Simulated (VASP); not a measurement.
# Sb: single point with PBE0

Sb:

```
Sb
1.0
    -1.85878    1.85878    1.85878
     1.85878   -1.85878    1.85878
     1.85878    1.85878   -1.85878
Sb
1
Cartesian
  0.0000 0.0000 0.0000
```

```
Program             : VASP 6.6.1
Task                : single point
Functional          : PBE0
Potentials or basis : VASP PAW PBE potentials, release 64 (Sb_d_GW)
Cutoff              : 400 eV
k mesh              : 6 × 6 × 6
Occupations         : fermi-dirac, width 0.05 eV
Spin                : no spin polarisation
```

```
Pressure : 2.0 GPa
```

Levels at points of the mesh, in eV from the Fermi level:
```
           k point  band 5  band 6  band 7  band 8  band 9  band 10
(0.00, 0.00, 0.00)  -31.46  -14.51    7.71    7.71    7.71    13.44
(0.50, 0.00, 0.00)  -31.41   -9.59   -6.42    3.07    5.51     8.32
(0.50, 0.50, 0.50)  -31.42   -5.35   -2.05   -2.05   -2.05     4.23
```

Wall time 6.1 min on 1 thread of Intel(R) Xeon(R) Platinum 8488C (Sapphire Rapids), with other jobs on the host, peak memory 0.15 GiB.

Caveat: the k points lie up to 0.40 Å⁻¹ apart; the PAW data sets were made with another functional, which shifts forces and pressure a little; spin-orbit coupling is left out, which moves the levels of the heavy elements.
